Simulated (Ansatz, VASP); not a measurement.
**C in VASP and in Ansatz**

```xyz
2
Lattice="0.0000 1.7769 1.7769 1.7769 0.0000 1.7769 1.7769 1.7769 0.0000" Properties=species:S:1:pos:R:3 pbc="T T T"
C     0.0000    0.0000    0.0000
C     0.8885    0.8885    0.8885
```

Alike in both runs: task single point; functional PBEsol; k mesh 12 × 12 × 12; occupations gaussian, width 0.02 eV; no spin polarisation.

```csv
,VASP,Ansatz
version,VASP 6.6.1,Ansatz 0.2.0
potentials or method,"VASP PAW PBE potentials, release 64 (C), cutoff 600 eV","scalar-relativistic, plane waves, PAW"
valence electrons in the cell,8,8
```

|  | VASP | Ansatz | Ansatz less VASP |
| --- | --- | --- | --- |
| gap on the k mesh at the Fermi level (eV) | 4.06 | 4.07 | +0.005 |
| least direct gap on the mesh (eV) | 5.57 | 5.57 | +0.001 |
| pressure (GPa) | 0.4 | 0.0 | -0.44 |

VASP's potentials were made for PBE, not for PBEsol. With one functional, cell and mesh, what is left measures potentials, basis and numerics.
